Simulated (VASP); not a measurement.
MoS2: single point with PBEsol

Crystal: MoS2.

```
Mo S
1.0
     3.20034    0.00000    0.00000
    -1.60017    2.77158    0.00000
     0.00000    0.00000    6.25942
Mo S
1 2
Direct
  0.00000 0.00000 0.50000
  0.33333 0.66667 0.25532
  0.66667 0.33333 0.74468
```

```json
{
 "Program": "VASP 6.6.1",
 "Task": "single point",
 "Functional": "PBEsol",
 "Potentials or basis": "VASP PAW PBE potentials, release 64 (Mo_sv, S)",
 "Cutoff": "520 eV",
 "k mesh": "10 × 10 × 5",
 "Occupations": "fermi-dirac, width 0.1 eV",
 "Spin": "no spin polarisation",
 "Dipole correction": "no",
 "Further INCAR settings": "ALGO = Normal; EDIFF = 1e-06; NBANDS = 20"
}
```

```
Pressure               : 0.1 GPa
Largest force          : 0.436 eV/Å
Band gap on the k mesh : zero (bands 13 and 14 overlap by 0.76 eV)
```

Forces on the atoms (eV/Å):
```
Mo   0.000  0.000  0.000
S    0.000  0.000 -0.436
S    0.000  0.000  0.436
```

Stress tensor (GPa, compression positive):
```
-1.33  0.00  0.00
 0.00 -1.33  0.00
 0.00  0.00  2.95
```

Levels at points of the mesh, in eV from the Fermi level:
| k point | band 9 | band 10 | band 11 | band 12 | band 13 | band 14 | band 15 | band 16 | band 17 | band 18 |
| --- | --- | --- | --- | --- | --- | --- | --- | --- | --- | --- |
| (0.00, 0.00, 0.00) | -4.16 | -1.87 | -1.16 | -1.01 | -1.01 | -0.29 | -0.29 | 3.31 | 3.31 | 5.99 |
| (0.50, 0.00, 0.00) | -4.90 | -4.22 | -3.26 | -1.79 | -1.79 | 0.98 | 1.76 | 3.76 | 3.85 | 5.53 |

It took 81 s on 1 thread of AMD EPYC 7R13, on a shared host, peak memory 0.18 GiB.

Caveat: the PAW data sets were made with another functional, which shifts forces and pressure a little; this functional lacks dispersion, which binds the layers, so the pressure and a relaxed spacing across them are unreliable.
